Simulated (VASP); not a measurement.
Co: single point with PBE

The system is Co.

```
Co
1.0
     2.47200    0.00000    0.00000
    -1.23600    2.14081    0.00000
     0.00000    0.00000    4.02114
Co
2
Direct
  0.66667 0.33333 0.75000
  0.33333 0.66667 0.25000
```

```json
{
  "Program": "VASP 6.6.1",
  "Task": "single point",
  "Functional": "PBE",
  "Potentials or basis": "VASP PAW PBE potentials, release 64 (Co_sv)",
  "Cutoff": "690 eV",
  "k mesh": "10 × 10 × 6",
  "Occupations": "fermi-dirac, width 0.05 eV",
  "Spin": "collinear spin, ferromagnetic start",
  "Starting moments": "[1.5, 1.5] μB",
  "Fixed moment": "3 μB",
  "Dipole correction": "no",
  "Further INCAR settings": "ALGO = Normal; EDIFF = 1e-06; NBANDS = 28"
}
```

* Pressure: 1.1 GPa
* Net moment: 3.00 μB per cell
* Site moments: Co +1.57 μB
* Valence electrons inside the program's atomic spheres: Co 15.07

Stress tensor (GPa, compression positive):
```
 2.03  0.00  0.00
 0.00  2.03  0.00
 0.00  0.00 -0.75
```

Wall time 39 s on 1 thread of Intel(R) Xeon(R) 6975P-C (Granite Rapids), with other jobs on the host, peak memory 0.21 GiB.

Caveat: the total moment is fixed, so each spin has its own Fermi level and the state may be an excited one.
